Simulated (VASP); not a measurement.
**Ge: single point with PBE+D3(BJ)**

The system is Ge, a slab with vacuum.

```
CELL_PARAMETERS angstrom
4.02269 0.00000 0.00000
-2.01134 3.48375 0.00000
0.00000 0.00000 18.86852
ATOMIC_POSITIONS crystal
Ge 0.33333 0.66667 0.27476
Ge 0.66667 0.33333 0.23849
Ge 0.77778 0.22222 0.52408
Ge 0.11111 0.88889 0.48781
```

- Program: VASP 6.6.1
- Task: single point
- Functional: PBE
- Dispersion: D3(BJ)
- Potentials or basis: VASP PAW PBE potentials, release 64 (Ge_d)
- Cutoff: 520 eV
- k mesh: 9 × 9 × 1
- Occupations: gaussian, width 0.1 eV
- Spin: no spin polarisation
- Dipole correction: yes
- Further INCAR settings: ALGO = Normal; EDIFF = 1e-06; NBANDS = 36

```json
{
  "Largest force": "0.140 eV/Å",
  "Band gap on the k mesh": "0.17 eV, direct",
  "Dispersion energy per atom": "-0.196 eV"
}
```

Forces on the atoms (eV/Å):
```
Ge  -0.028  0.016  0.136
Ge   0.003 -0.002  0.027
Ge  -0.003  0.002 -0.027
Ge   0.028 -0.016 -0.136
```

Levels at points of the mesh, in eV from the valence-band top:
| k point | band 24 | band 25 | band 26 | band 27 | band 28 | band 29 | band 30 | band 31 | band 32 | band 33 |
| --- | --- | --- | --- | --- | --- | --- | --- | --- | --- | --- |
| (0.00, 0.00, 0.00) | -3.14 | -0.37 | -0.36 | -0.34 | -0.33 | 0.60 | 0.76 | 2.07 | 3.34 | 3.96 |

Wall time 2.4 min on 1 thread of AMD EPYC 9R45 (Zen 5) (shared host), peak memory 0.41 GiB.
